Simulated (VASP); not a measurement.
# Ru (R-3m) in VASP: further runs, part 2 of 2

VASP 6.6.1. Earlier steps stand in the parts before.

### 4 Single point, PBE

This run uses another cell than the first one, of 13.27 Å³/atom, 0.862 times its volume.

INCAR

```
SYSTEM = Ru
  PREC = Accurate
  ENCUT = 520
  EDIFF = 1E-6
  ISMEAR = 0
  SIGMA = 0.15
  LREAL = .False.
  LASPH = .True.
  NELM = 80
  ALGO = Fast
  ISIF = 2
  LWAVE = .False.
  LCHARG = .True.
  GGA = PE
  LELF = .True.
  LVHAR = .True.
  NBANDS = 13
```

KPOINTS

```
Automatic mesh
0
Gamma
  20 20 20
  0 0 0
```

POSCAR

```
Ru
1.0
    0.1333558828      1.9479484302      1.9479484302
    1.9479484302      0.1333558828      1.9479484302
    1.9479484302      1.9479484302      0.1333558828
Ru
1
Direct
    0.0000000000      0.0000000000      0.0000000000
```

Potentials or basis: VASP PAW PBE potentials, release 64 (Ru_pv).

The run is started by

```bash
$ cat potpaw_PBE.64/Ru_pv/POTCAR > POTCAR
$ mpirun -np 1 vasp_std > vasp.out
```

OUTCAR:

```text
SYSTEM = Ru
   PREC = Accurate
   ENCUT = 520
   EDIFF = 1E-6
   ISMEAR = 0
   LREAL = .False.
   LASPH = .True.
   NELM = 80
   ISIF = 2
   GGA = PE

 ion  position               nearest neighbor table
   1  0.000  0.000  0.000-

  LATTYP: Found a trigonal (rhomboedric) cell.
 ALAT       =     2.7580409651
 COS(alpha) =     0.5671306651

  Lattice vectors:

 A1 = (   0.1333558828,   1.9479484302,   1.9479484302)
 A2 = (   1.9479484302,   0.1333558828,   1.9479484302)
 A3 = (   1.9479484302,   1.9479484302,   0.1333558828)

Analysis of symmetry for initial positions (statically):
=====================================================================
 Subroutine PRICEL returns:
 Original cell was already a primitive cell.

 Routine SETGRP: Setting up the symmetry group for a
 trigonal (rhombohedral) supercell.

 Subroutine GETGRP returns: Found 12 space group operations
 (whereof 12 operations were pure point group operations)
 out of a pool of 12 trial point group operations.

The static configuration has the point symmetry D_3d.

Analysis of symmetry for dynamics (positions and initial velocities):
=====================================================================
 Subroutine PRICEL returns:
 Original cell was already a primitive cell.

 Routine SETGRP: Setting up the symmetry group for a
 trigonal (rhombohedral) supercell.

 Subroutine GETGRP returns: Found 12 space group operations
 (whereof 12 operations were pure point group operations)
 out of a pool of 12 trial point group operations.

The dynamic configuration has the point symmetry D_3d.

 Subroutine INISYM returns: Found 12 space group operations
 (whereof 12 operations are pure point group operations),
 and found     1 'primitive' translations

----------------------------------------------------------------------------------------

                                     Primitive cell

  volume of cell :      13.2673

  direct lattice vectors                    reciprocal lattice vectors
     0.133355883  1.947948430  1.947948430    -0.284663609  0.266424293  0.266424293
[... 115 lines left out ...]
 non-spin polarized calculation
 RMM-DIIS sequential band-by-band and
 Gauss-broadening in eV      SIGMA  =   0.15
  energy-cutoff  :      520.00
  volume of cell :       13.27
 maximum number of plane-waves:       371
 NGX is ok and might be reduce to    24
   NGX = 11   NGY = 11   NGZ = 11

 number of electron      14.0000000 magnetization

 Free energy of the ion-electron system (eV)
  ---------------------------------------------------
  ext. energy  EPLUGINS =         0.00000000
  ---------------------------------------------------
  free energy    TOTEN  =        -8.93536806 eV

  energy without entropy =       -8.92376523  energy(sigma->0) =       -8.92956665

 E-fermi :  13.2185     XC(G=0): -14.2487

 val. band max:       13.2168523203   @ k =   0.0500   0.0000  -0.0000
 cond. band min:      13.2206937567   @ k =   0.1500   0.0500   0.0500
 fundamental gap:      0.0038414364
 Fermi energy:        13.2184988846

 k-point     1 :       0.0000    0.0000    0.0000
  band No.  band energies     occupation
      1     -29.3755      2.00000
      2     -29.1474      2.00000
      3     -29.1474      2.00000
      4       5.1607      2.00000
      5       9.5119      2.00000
      6      10.8411      2.00000
      7      10.8411      2.00000
      8      13.2602      0.69391
      9      13.2602      0.69391
     10      23.7382      0.00000
     11      28.0546      0.00000
     12      32.2800      0.00000
     13      35.3102      0.00000
[... 354 lines left out ...]
  band No.  band energies     occupation
      1     -30.2953      2.00000
      2     -29.4335      2.00000
      3     -29.3805      2.00000
      4       7.2144      2.00000
      5       9.8101      2.00000
      6      11.3483      2.00000
      7      12.1630      2.00000
      8      13.6872      0.00001
      9      15.2721      0.00000
     10      23.7372      0.00000
     11      26.1618      0.00000
     12      29.3616      0.00000
     13      34.8540      0.00000

 [... further k-points ...]

------------------------ aborting loop because EDIFF is reached ----------------------------------------

  FORCE on cell =-STRESS in cart. coord.  units (eV):
  Direction    XX          YY          ZZ          XY          YZ          ZX
  --------------------------------------------------------------------------------------
  -------------------------------------------------------------------------------------
  Total        1.5833182      1.5833182      1.5833182     -1.5609272     -1.5609272     -1.5609272
  in kB      191.2035819    191.2035819    191.2035819   -188.4996186   -188.4996186   -188.4996186
  external PRESSURE =     191.2035819 kB  Pullay stress =       0.0000000 kB

 VOLUME and BASIS-vectors are now :
 -----------------------------------------------------------------------------
  energy-cutoff  :      520.00
  volume of cell :       13.27
      direct lattice vectors                 reciprocal lattice vectors
     0.133355883  1.947948430  1.947948430    -0.284663609  0.266424293  0.266424293
     1.947948430  0.133355883  1.947948430     0.266424293 -0.284663609  0.266424293
     1.947948430  1.947948430  0.133355883     0.266424293  0.266424293 -0.284663609

 POSITION                                       TOTAL-FORCE (eV/Angst)
 -----------------------------------------------------------------------------------
      0.00000      0.00000      0.00000        -0.000000      0.000000     -0.000000
 -----------------------------------------------------------------------------------
    total drift:                                0.000000      0.000000     -0.000000

  FREE ENERGIE OF THE ION-ELECTRON SYSTEM (eV)
  ---------------------------------------------------
  free  energy   TOTEN  =        -8.9353680591 eV

  energy  without entropy=       -8.9237652310  energy(sigma->0) =       -8.92956665
```

OSZICAR:

```text
N       E                     dE             d eps       ncg     rms          rms(c)
DAV:   1     0.106993573052E+03    0.10699E+03   -0.84073E+03 20404   0.115E+03
DAV:   2    -0.830102886036E+01   -0.11529E+03   -0.11072E+03 22031   0.327E+02
DAV:   3    -0.955023278317E+01   -0.12492E+01   -0.12442E+01 22911   0.374E+01
DAV:   4    -0.955383016814E+01   -0.35974E-02   -0.35973E-02 21991   0.215E+00
DAV:   5    -0.955385348937E+01   -0.23321E-04   -0.23321E-04 23056   0.157E-01    0.136E+01
RMM:   6    -0.898312169097E+01    0.57073E+00   -0.83057E-01 20679   0.916E+00    0.422E+00
RMM:   7    -0.893908599979E+01    0.44036E-01   -0.95299E-02 20978   0.319E+00    0.102E+00
RMM:   8    -0.893543253161E+01    0.36535E-02   -0.86364E-03 22286   0.107E+00    0.766E-02
RMM:   9    -0.893535564894E+01    0.76883E-04   -0.90343E-04 24183   0.371E-01    0.451E-02
RMM:  10    -0.893537318260E+01   -0.17534E-04   -0.12251E-04 23359   0.148E-01    0.126E-02
RMM:  11    -0.893536890028E+01    0.42823E-05   -0.31696E-05 24516   0.739E-02    0.657E-03
RMM:  12    -0.893536805910E+01    0.84118E-06   -0.60751E-06 19405   0.322E-02
   1 F= -.89353681E+01 E0= -.89295666E+01  d E =-.116028E-01
```

stdout:

```text
POSCAR found type information on POSCAR Ru
 POSCAR found :  1 types and       1 ions
 scaLAPACK will be used
 LDA part: xc-table for (Slater+PW92), standard interpolation
 POSCAR, INCAR and KPOINTS ok, starting setup
 FFT: planning ... GRIDC
 FFT: planning ... GRID_SOFT
 FFT: planning ... GRID
 WAVECAR not read
 entering main loop
```

It took 65 s on 1 thread of Intel Xeon Platinum 8559C (Emerald Rapids), shared host; peak memory 0.24 GiB.

Results:

- Free energy: -8.9354 eV
- Pressure: 19.1 GPa
- Band gap on the k mesh: zero (band 7 reaches 15.44 eV, above the bottom of band 8 at 11.83 eV)

Stress tensor (GPa, compression positive):
```
 19.12 -18.85 -18.85
-18.85  19.12 -18.85
-18.85 -18.85  19.12
```

Levels at points of the mesh, in eV from the Fermi level:
| k point | band 3 | band 4 | band 5 | band 6 | band 7 | band 8 | band 9 | band 10 | band 11 | band 12 |
| --- | --- | --- | --- | --- | --- | --- | --- | --- | --- | --- |
| (0.00, 0.00, 0.00) | -42.37 | -8.06 | -3.71 | -2.38 | -2.38 | 0.04 | 0.04 | 10.52 | 14.84 | 19.06 |
| (0.50, 0.00, 0.00) | -42.62 | -6.32 | -3.72 | -2.04 | 1.19 | 1.45 | 2.44 | 10.51 | 11.02 | 14.43 |
| (0.50, 0.50, 0.00) | -42.77 | -6.66 | -6.18 | 1.49 | 2.22 | 2.65 | 3.79 | 10.52 | 12.47 | 14.14 |
| (0.50, 0.50, 0.50) | -42.45 | -6.31 | -2.65 | -2.65 | -0.06 | 1.59 | 1.59 | 8.75 | 10.52 | 15.43 |

### 5 Single point, PBE

This run uses another cell than the first one, of 13.26 Å³/atom, 0.862 times its volume.

INCAR

```
PREC     = Accurate       # precision mode
ENCUT    = 520            # plane-wave cutoff, eV
EDIFF    = 1E-6           # SCF threshold, eV
ISMEAR   = 0              # smearing method
SIGMA    = 0.15           # smearing width, eV
LREAL    = False          # projectors in reciprocal space
LASPH    = True           # aspherical terms in the spheres
NELM     = 80             # most SCF steps
ALGO     = Normal         # electronic algorithm
ISIF     = 2              # what is computed and relaxed
LWAVE    = False          # write WAVECAR
LCHARG   = False          # write CHGCAR
GGA      = PE             # functional
NBANDS   = 13             # bands
```

KPOINTS

```
regular mesh
0
Gamma
  20 20 20
```

POSCAR

```
Ru
1.0
   -0.1333558828      1.8145925474      1.8145925474
    1.8145925474     -0.1333558828      1.8145925474
    1.8145925474      1.8145925474     -0.1333558828
Ru
1
Direct
    0.0000000000      0.0000000000      0.0000000000
```

The run is started by

```bash
$ cat potpaw_PBE.64/Ru_pv/POTCAR > POTCAR
$ mpirun -np 1 vasp_std > vasp.out
```

Wall time 50 s (1 thread of Intel Xeon Platinum 8559C (Emerald Rapids), shared host); peak memory 0.23 GiB.

The run converged. Its results:

* Free energy: -8.9226 eV
* Pressure: 19.1 GPa
* Band gap on the k mesh: zero (band 7 reaches 15.44 eV, above the bottom of band 8 at 11.54 eV)

Stress tensor (GPa, compression positive):
```
19.08 19.36 19.36
19.36 19.08 19.36
19.36 19.36 19.08
```

Levels at points of the mesh, in eV from the Fermi level:
```csv
k point,band 4,band 5,band 6,band 7,band 8,band 9,band 10,band 11
"(0.00, 0.00, 0.00)",-8.06,-3.41,-3.41,-1.56,0.02,0.02,10.52,14.97
"(0.50, 0.00, 0.00)",-6.25,-3.63,-1.76,0.66,1.13,2.02,9.94,10.53
"(0.50, 0.50, 0.00)",-6.65,-6.16,1.46,2.17,2.69,3.80,10.52,12.35
"(0.50, 0.50, 0.50)",-6.37,-3.19,-3.19,2.22,2.22,2.35,10.52,12.08
```

### 6 Overview

```tsv
cell	gap on the mesh (eV)	pressure (GPa)
a = 2.893 Å, angles 55.7°, 1 atom	none	-22.2
a = 2.704 Å, angles 64.6°, 1 atom	none	-22.2
a = 2.758 Å, angles 55.4°, 1 atom	none	19.1
a = 2.570 Å, angles 64.8°, 1 atom	none	19.1
```

Alike in all rows: task single point; level PBE; potentials or basis VASP PAW PBE potentials, release 64 (Ru_pv); no spin polarisation; k mesh 20 × 20 × 20; cutoff (eV) 520; smearing gaussian 0.15 eV.

Total energies depend on the potentials used, so only differences within one code and one set of settings carry meaning.
